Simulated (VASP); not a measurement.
A run of VASP 6.6.1 is set up as follows.

File POSCAR:

```
CuI
1.0
    4.0229000000      0.0000000000      0.0000000000
    0.0000000000      4.0229000000      0.0000000000
    0.0000000000      0.0000000000      5.6506000000
Cu I
2 2
Direct
    0.0000000000      0.0000000000      0.0000000000
    0.5000000000      0.5000000000      0.0000000000
    0.0000000000      0.5000000000      0.2913000000
    0.5000000000      0.0000000000      0.7087000000
```

Contents of INCAR.step1:

```
SYSTEM = CuI
PREC = Accurate ; ENCUT = 520
ISMEAR = 0 ; SIGMA = 0.01
LREAL = .False. ; LASPH = .True.
NELM = 80 ; NBANDS = 26
GGA = PE ; ALGO = Normal
EDIFF = 1E-4 ; LWAVE = .True.
LCHARG = .False.
```

File INCAR.step2:

```
SYSTEM = CuI
PREC = Accurate ; ENCUT = 520
EDIFF = 1E-6 ; ISMEAR = 0
SIGMA = 0.01 ; LREAL = .False.
LASPH = .True. ; NELM = 80
ALGO = Normal ; ISIF = 2
LWAVE = .False. ; LCHARG = .False.
METAGGA = R2SCAN ; LMIXTAU = .True.
NBANDS = 26 ; ISTART = 1
```

File KPOINTS:

```
Automatic mesh
0
Gamma
  6 6 4
  0 0 0
```

Potentials or basis: VASP PAW PBE potentials, release 64 (Cu, I).

Launch:

```bash
$ cat potpaw_PBE.64/Cu/POTCAR potpaw_PBE.64/I/POTCAR > POTCAR
$ cp INCAR.step1 INCAR
$ mpirun -np 1 vasp_std > vasp.out
$ cp INCAR.step2 INCAR
$ mpirun -np 1 vasp_std > vasp.out
```

(1) Predict the band gap on the k mesh.

(2) Estimate the pressure.

(3) Predict the largest force.

## Answers

(1) 2.10 eV, direct.

(2) 5.7 GPa.

(3) 0.052 eV/Å.

Caveat: the PAW data sets were made with another functional, which shifts forces and pressure a little; spin-orbit coupling is left out, which moves the levels of the heavy elements.
